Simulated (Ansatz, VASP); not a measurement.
TiC in VASP and in Ansatz

File INCAR:

```
  PREC = Accurate
  ENCUT = 520
  EDIFF = 1E-6
  ISMEAR = 0
  SIGMA = 0.15
  LREAL = F
  LASPH = T
  NELM = 80
  ALGO = Normal
  ISIF = 2
  LWAVE = F
  LCHARG = F
  GGA = PE
  NBANDS = 15
```

File KPOINTS:

```
regular mesh
0
Gamma
  18 18 18
```

The input POSCAR:

```
TiC
1.0
    0.0000000000      2.1640000000      2.1640000000
    2.1640000000      0.0000000000      2.1640000000
    2.1640000000      2.1640000000      0.0000000000
Ti C
1 1
Direct
   -0.0346580407     -0.0346580407      0.0346580407
    0.5000000000      0.5000000000      0.5000000000
```

Input for Ansatz:

```yaml
crystal:
  lattice:
    - [0.0, 2.164, 2.164]
    - [2.164, 0.0, 2.164]
    - [2.164, 2.164, 0.0]
  atoms:
    - { symbol: Ti, position: [-0.0346580407, -0.0346580407, 0.0346580407] }
    - { symbol: C, position: [0.5, 0.5, 0.5] }
basis:
  ecutwfc: 420
kpoints:
  mp_grid: { grid: [18, 18, 18] }
hamiltonian:
  xc: pbe
scf:
  occupations: { method: gaussian, width: 0.15 }
output:
  forces: true
  stress: true
  eigenvalues: true
  write_density: true
  write_potential: true
  elf: true
  volumetric_format: npy
```

Change from the starting cell: all Ti atoms moved +0.150 Å, as atom 1 towards its neighbour atom 2 (C) at 2.164 Å.

Alike in both runs: task single point; functional PBE; k mesh 18 × 18 × 18; occupations gaussian, width 0.15 eV; no spin polarisation.

|  | VASP | Ansatz |
| --- | --- | --- |
| version | VASP 6.6.1 | Ansatz 0.2.0 |
| potentials or method | VASP PAW PBE potentials, release 64 (Ti_sv, C), cutoff 520 eV | scalar-relativistic, plane waves, PAW |
| valence electrons in the cell | 16 | 16 |

Ansatz gave:

```
gap on the k mesh at the Fermi level (eV)                     : none
pressure (GPa)                                                : 3.6
traceless stress, the component that is largest in VASP (GPa) : 4.44
rms of the force components (eV/Å)                            : 0.801
```

Q: Estimate VASP's values.

A: gap on the k mesh at the Fermi level (eV): none; pressure (GPa): 3.8; traceless stress, the component that is largest in VASP (GPa): 4.49; rms of the force components (eV/Å): 0.806.

Atom by atom the forces differ by 0.005 eV/Å (rms over components). A gap of «none» marks a metal or a gap that the smearing closes. With one functional, cell and mesh, what is left measures potentials, basis and numerics.
